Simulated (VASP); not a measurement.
Write the native input for VASP 6.6.1 that does the following.

| Quantity | Value |
| --- | --- |
| Task | single point |
| Functional | PBE |
| Potentials or basis | VASP PAW PBE potentials, release 64 (Pd, Cl) |
| Cutoff | 520 eV |
| k mesh | 12 × 12 × 1 |
| Occupations | gaussian, width 0.1 eV |
| Spin | no spin polarisation |
| Dipole correction | yes |
| Further INCAR settings | ALGO = Normal; EDIFF = 1e-06; NBANDS = 26 |

The structure of Pd3Cl lies in POSCAR:

```
Pd3Cl
1.0
    2.7875943961      0.0000000000      0.0000000000
   -1.3937971981      2.4141275625      0.0000000000
    0.0000000000      0.0000000000     20.0521225868
Pd Cl
3 1
Direct
    0.6666666667      0.3333333333      0.1994801290
    0.3333333333      0.6666666667      0.3129873791
    0.0000000000      0.0000000000      0.4264946292
    0.0000000000      0.0000000000      0.5413833596
```

One way to write it, as run:

INCAR

```
SYSTEM = Pd3Cl
  PREC = Accurate
  ENCUT = 520
  EDIFF = 1E-6
  ISMEAR = 0
  SIGMA = 0.1
  LREAL = .False.
  LASPH = .True.
  NELM = 100
  ALGO = Normal
  ISIF = 2
  LWAVE = .False.
  LCHARG = .False.
  LDIPOL = .True.
  IDIPOL = 3
  DIPOL = 0.5 0.5 0.370
  GGA = PE
  NBANDS = 26
```

KPOINTS

```
regular mesh
0
Gamma
  12 12 1
  0 0 0
```

Potentials or basis: VASP PAW PBE potentials, release 64 (Pd, Cl).

Launch:

```console
$ cat potpaw_PBE.64/Pd/POTCAR potpaw_PBE.64/Cl/POTCAR > POTCAR
$ mpirun -np 1 vasp_std > vasp.out
```

Results of the run:

| Quantity | Value |
| --- | --- |
| Largest force | 0.085 eV/Å |

Caveat: an odd number of electrons without spin polarisation forces a metal; a magnetic or distorted state may lie lower.

Wall time 100 s on 1 thread of Intel(R) Xeon(R) 6975P-C (Granite Rapids) (shared host), peak memory 0.29 GiB.
